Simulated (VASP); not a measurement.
# TiNi in VASP: notebook

TiNi is run at these levels: PBEsol; tasks: single point.

All numbers are computed with VASP 6.6.1; they aren't measurements. Logs are shortened: lines on timing, memory, paths and dates and some standing lists are left out, and cuts for length are marked.

## Step 1: The cell of the first run

Symmetry: Pm-3m, No. 221, cubic system. Conventional cell: a = 2.971 Å, b = 2.971 Å, c = 2.971 Å, α = 90.00°, β = 90.00°, γ = 90.00°. Within 3.4 Å of Ti (site symmetry m-3m) lie 8 Ni at 2.57 Å and 6 Ti at 2.97 Å. Ni (site symmetry m-3m) has 8 Ti at 2.57 Å and 6 Ni at 2.97 Å within 3.4 Å.

## Step 2: Single point, PBEsol

Input file INCAR:

```
PREC     = Accurate       # precision mode
ENCUT    = 520            # plane-wave cutoff, eV
EDIFF    = 1E-6           # SCF threshold, eV
ISMEAR   = 0              # smearing method
SIGMA    = 0.1            # smearing width, eV
LREAL    = False          # projectors in reciprocal space
LASPH    = True           # aspherical terms in the spheres
NELM     = 60             # most SCF steps
ALGO     = Fast           # electronic algorithm
ISIF     = 2              # what is computed and relaxed
LWAVE    = False          # write WAVECAR
LCHARG   = True           # write CHGCAR
GGA      = PS             # functional
LELF     = True           # ELF
LVHAR    = True         
NBANDS   = 18             # bands
```

Input file KPOINTS:

```
Automatic mesh
0
Gamma
  18 18 18
```

Input file POSCAR:

```
TiNi
1.0
    2.9708710297      0.0000000000      0.0000000000
    0.0000000000      2.9708710297      0.0000000000
    0.0000000000      0.0000000000      2.9708710297
Ti Ni
1 1
Direct
    0.5000000000      0.5000000000      0.5000000000
    0.0000000000      0.0000000000      0.0000000000
```

Potentials or basis: VASP PAW PBE potentials, release 64 (Ti_sv, Ni).

On the command line:

```console
$ cat potpaw_PBE.64/Ti_sv/POTCAR potpaw_PBE.64/Ni/POTCAR > POTCAR
$ mpirun -np 1 vasp_std > vasp.out
```

OUTCAR:

```text
PREC = Accurate
   ENCUT = 520
   EDIFF = 1E-6
   ISMEAR = 0
   LREAL = False
   LASPH = True
   NELM = 60
   ISIF = 2
   GGA = PS

 ion  position               nearest neighbor table
   1  0.500  0.500  0.500-   2 2.57   2 2.57   2 2.57   2 2.57   2 2.57   2 2.57   2 2.57   2 2.57

   2  0.000  0.000  0.000-   1 2.57   1 2.57   1 2.57   1 2.57   1 2.57   1 2.57   1 2.57   1 2.57

  LATTYP: Found a simple cubic cell.
 ALAT       =     2.9708710297

  Lattice vectors:

 A1 = (   2.9708710297,   0.0000000000,   0.0000000000)
 A2 = (   0.0000000000,   2.9708710297,   0.0000000000)
 A3 = (   0.0000000000,   0.0000000000,   2.9708710297)

Analysis of symmetry for initial positions (statically):
=====================================================================
 Subroutine PRICEL returns:
 Original cell was already a primitive cell.

 Routine SETGRP: Setting up the symmetry group for a
 simple cubic supercell.

 Subroutine GETGRP returns: Found 48 space group operations
 (whereof 48 operations were pure point group operations)
 out of a pool of 48 trial point group operations.

The static configuration has the point symmetry O_h .

Analysis of symmetry for dynamics (positions and initial velocities):
=====================================================================
 Subroutine PRICEL returns:
 Original cell was already a primitive cell.

 Routine SETGRP: Setting up the symmetry group for a
 simple cubic supercell.

 Subroutine GETGRP returns: Found 48 space group operations
 (whereof 48 operations were pure point group operations)
 out of a pool of 48 trial point group operations.

The dynamic configuration has the point symmetry O_h .

 Subroutine INISYM returns: Found 48 space group operations
 (whereof 48 operations are pure point group operations),
 and found     1 'primitive' translations

----------------------------------------------------------------------------------------

                                     Primitive cell

  volume of cell :      26.2211

  direct lattice vectors                    reciprocal lattice vectors
     2.970871030  0.000000000  0.000000000     0.336601620  0.000000000  0.000000000
     0.000000000  2.970871030  0.000000000     0.000000000  0.336601620  0.000000000
     0.000000000  0.000000000  2.970871030     0.000000000  0.000000000  0.336601620

  length of vectors
     2.970871030  2.970871030  2.970871030     0.336601620  0.336601620  0.336601620

  position of ions in fractional coordinates (direct lattice)
     0.500000000  0.500000000  0.500000000
     0.000000000  0.000000000  0.000000000

  ion indices of the primitive-cell ions
   primitive index   ion index
                 1           1
                 2           2

----------------------------------------------------------------------------------------

 KPOINTS: Automatic mesh

Automatic generation of k-mesh.
 Grid dimensions read from file:
 generate k-points for:   18   18   18

 Generating k-lattice:

  Cartesian coordinates                     Fractional coordinates (reciprocal lattice)
     0.018700090  0.000000000  0.000000000     0.055555556  0.000000000  0.000000000
     0.000000000  0.018700090  0.000000000     0.000000000  0.055555556  0.000000000
     0.000000000  0.000000000  0.018700090     0.000000000  0.000000000  0.055555556

  Length of vectors
     0.018700090  0.018700090  0.018700090

  Shift w.r.t. Gamma in fractional coordinates (k-lattice)
     0.000000000  0.000000000  0.000000000

 Subroutine IBZKPT returns following result:
 ===========================================

 Found    220 irreducible k-points:

 Following reciprocal coordinates:
            Coordinates               Weight
  0.000000  0.000000  0.000000      1.000000
  0.055556  0.000000  0.000000      6.000000
  0.111111  0.000000  0.000000      6.000000
  0.166667  0.000000  0.000000      6.000000
  0.222222  0.000000  0.000000      6.000000
  0.277778  0.000000  0.000000      6.000000
[... 16 lines left out ...]
  0.277778  0.111111  0.000000     24.000000
  0.333333  0.111111  0.000000     24.000000
 [... further k-points ...]
   k-points           NKPTS =    220   k-points in BZ     NKDIM =    220   number of bands    NBANDS=     18
   number of dos      NEDOS =    301   number of ions     NIONS =      2
   total plane-waves  NPLWV =  13824
   dimension x,y,z NGX =    24 NGY =   24 NGZ =   24
   dimension x,y,z NGXF=    48 NGYF=   48 NGZF=   48
   ions per type =               1   1
   NGX,Y,Z   is equivalent  to a cutoff of  13.43, 13.43, 13.43 a.u.
   NGXF,Y,Z  is equivalent  to a cutoff of  26.86, 26.86, 26.86 a.u.
 SYSTEM =  unknown system
   PREC   = accura    normal or accurate (medium, high low for compatibility)
   ISTART =      0    job   : 0-new  1-cont  2-samecut
   ICHARG =      2    charge: 1-file 2-atom 10-const
   ISPIN  =      1    spin polarized calculation?
   LNONCOLLINEAR =      F non collinear calculations
   LSORBIT =      F    spin-orbit coupling
   LASPH  =      T    aspherical Exc in radial PAW
   ENCUT  =  520.0 eV  38.22 Ry    6.18 a.u.   5.52  5.52  5.52*2*pi/ulx,y,z
   NELM   =     60;   NELMIN=  2; NELMDL= -5     # of ELM steps
   EDIFF  = 0.1E-05   stopping-criterion for ELM
   LREAL  =      F    real-space projection
   EDIFFG = 0.1E-04   stopping-criterion for IOM
   NSW    =      0    number of steps for IOM
   IBRION =     -1    ionic relax: 0-MD 1-quasi-New 2-CG
   NFREE  =      0    steps in history (QN), initial steepest desc. (CG)
   ISIF   =      2    stress and relaxation
   ISYM   =      2    0-nonsym 1-usesym 2-fastsym
   POTIM  = 0.5000    time-step for ionic-motion
   TEBEG  =    0.0;   TEEND  =   0.0 temperature during run
   PSTRESS=    0.0 pullay stress
   NELECT =      22.0000    total number of electrons
   NUPDOWN=      -1.0000    fix difference up-down
   EMIN   =  10.00;   EMAX   =-10.00  energy-range for DOS
   EFERMI =   0.00;   METHOD = LEGACY
   ISMEAR =     0;   SIGMA  =   0.10  broadening in eV -4-tet -1-fermi 0-gaus
   EFERMI_NEDOS =   21; number of points for ismear=-14 and -15
   IALGO  =     68    algorithm
   IMIX   =      4    mixing-type and parameters
     AMIX     =   0.40;   BMIX     =  1.00
     AMIX_MAG =   1.60;   BMIX_MAG =  1.00
  volume/ion in A,a.u.               =      13.11        88.47
  Fermi-wavevector in a.u.,A,eV,Ry     =   1.544064  2.917858 32.438102  2.384133
  Thomas-Fermi vector in A             =   2.649638
   LORBIT       =      0    0 simple, 1 ext, 2 COOP (PROOUT), +10 PAW based schemes
   GGA     = PS    functional components
   LHFCALC =     F    Hartree Fock is set to
   AEXX    =    0.0000 exact exchange contribution
   IVDW    =     0    specifies the selected vdW correction
   LEPSILON=     F    determine dielectric tensor
   LRPA    =     F    only Hartree local field effects (RPA)
 non-spin polarized calculation
 RMM-DIIS sequential band-by-band and
 Gauss-broadening in eV      SIGMA  =   0.10
  energy-cutoff  :      520.00
  volume of cell :       26.22
 maximum number of plane-waves:       739
 NGX is ok and might be reduce to    24
   NGX = 11   NGY = 11   NGZ = 11

 number of electron      21.9999984 magnetization

 Free energy of the ion-electron system (eV)
  ---------------------------------------------------
  ext. energy  EPLUGINS =         0.00000000
  ---------------------------------------------------
  free energy    TOTEN  =       -15.21076354 eV

  energy without entropy =      -15.19689340  energy(sigma->0) =      -15.20382847

 E-fermi :   9.7012     XC(G=0): -12.7578

 val. band max:        9.6917688471   @ k =   0.3889   0.3889   0.0000
 cond. band min:       9.7017596589   @ k =   0.3333   0.2778   0.2778
 fundamental gap:      0.0099908118
 Fermi energy:         9.7012071633

 k-point     1 :       0.0000    0.0000    0.0000
  band No.  band energies     occupation
      1     -47.2119      2.00000
      2     -23.4006      2.00000
      3     -23.4006      2.00000
      4     -23.4006      2.00000
      5       1.7804      2.00000
      6       5.6986      2.00000
[... 10 lines left out ...]
     17      18.4837      0.00000
     18      18.4841      0.00000

 k-point     2 :       0.0556    0.0000    0.0000
  band No.  band energies     occupation
      1     -47.2108      2.00000
      2     -23.4104      2.00000
      3     -23.3998      2.00000
      4     -23.3998      2.00000
      5       1.8422      2.00000
      6       5.7237      2.00000
[... 10 lines left out ...]
     17      18.6306      0.00000
     18      18.6306      0.00000

 k-point     3 :       0.1111    0.0000    0.0000
  band No.  band energies     occupation
      1     -47.2078      2.00000
      2     -23.4387      2.00000
      3     -23.3977      2.00000
      4     -23.3977      2.00000
      5       2.0257      2.00000
      6       5.7979      2.00000
[... 10 lines left out ...]
     17      19.0454      0.00000
     18      19.0458      0.00000

 k-point     4 :       0.1667    0.0000    0.0000
  band No.  band energies     occupation
      1     -47.2033      2.00000
      2     -23.4819      2.00000
      3     -23.3944      2.00000
      4     -23.3944      2.00000
      5       2.3251      2.00000
      6       5.9110      2.00000
[... 375 lines left out ...]
      4     -23.3873      2.00000
      5       2.9477      2.00000
      6       6.1036      2.00000
[... 10 lines left out ...]
     17      19.1820      0.00000
     18      20.8110      0.00000

 k-point    23 :       0.2778    0.1111    0.0000
  band No.  band energies     occupation
      1     -47.1878      2.00000
      2     -23.5856      2.00000
      3     -23.4224      2.00000
      4     -23.3829      2.00000
      5       3.4260      2.00000
      6       6.2147      2.00000
[... 10 lines left out ...]
     17      19.9019      0.00000
     18      21.6426      0.00000

 k-point    24 :       0.3333    0.1111    0.0000
  band No.  band energies     occupation
      1     -47.1822      2.00000
      2     -23.6370      2.00000
      3     -23.4179      2.00000
      4     -23.3788      2.00000
      5       3.9680      2.00000
      6       6.2746      2.00000
[... 10 lines left out ...]
     17      20.6457      0.00000
     18      22.5621      0.00000

 [... further k-points ...]
[... 5 lines left out ...]
  --------------------------------------------------------------------------------------
  -------------------------------------------------------------------------------------
  Total       -0.0466457     -0.0466457     -0.0466457      0.0000000     -0.0000000      0.0000000
  in kB       -2.8501682     -2.8501682     -2.8501682      0.0000000     -0.0000000      0.0000000
  external PRESSURE =      -2.8501682 kB  Pullay stress =       0.0000000 kB

 VOLUME and BASIS-vectors are now :
 -----------------------------------------------------------------------------
  energy-cutoff  :      520.00
  volume of cell :       26.22
      direct lattice vectors                 reciprocal lattice vectors
     2.970871030  0.000000000  0.000000000     0.336601620  0.000000000  0.000000000
     0.000000000  2.970871030  0.000000000     0.000000000  0.336601620  0.000000000
     0.000000000  0.000000000  2.970871030     0.000000000  0.000000000  0.336601620

 POSITION                                       TOTAL-FORCE (eV/Angst)
 -----------------------------------------------------------------------------------
      1.48544      1.48544      1.48544         0.000000      0.000000      0.000000
      0.00000      0.00000      0.00000         0.000000      0.000000      0.000000
 -----------------------------------------------------------------------------------
    total drift:                                0.000000      0.000000     -0.000000

  FREE ENERGIE OF THE ION-ELECTRON SYSTEM (eV)
  ---------------------------------------------------
  free  energy   TOTEN  =       -15.2107635441 eV

  energy  without entropy=      -15.1968933973  energy(sigma->0) =      -15.20382847
```

It took 2.5 min on 1 thread of Intel Xeon 8259CL, shared host; peak memory 0.23 GiB.

Results:

- Free energy: -15.2108 eV
- Pressure: -0.3 GPa
- Band gap on the k mesh: zero (bands 11 and 12 overlap by 1.80 eV)

Caveat: the PAW data sets were made with another functional, which shifts forces and pressure a little. Spin polarisation is off, so any magnetic state and its effect on volume and gap are missing.

[end of part 1 of 3]
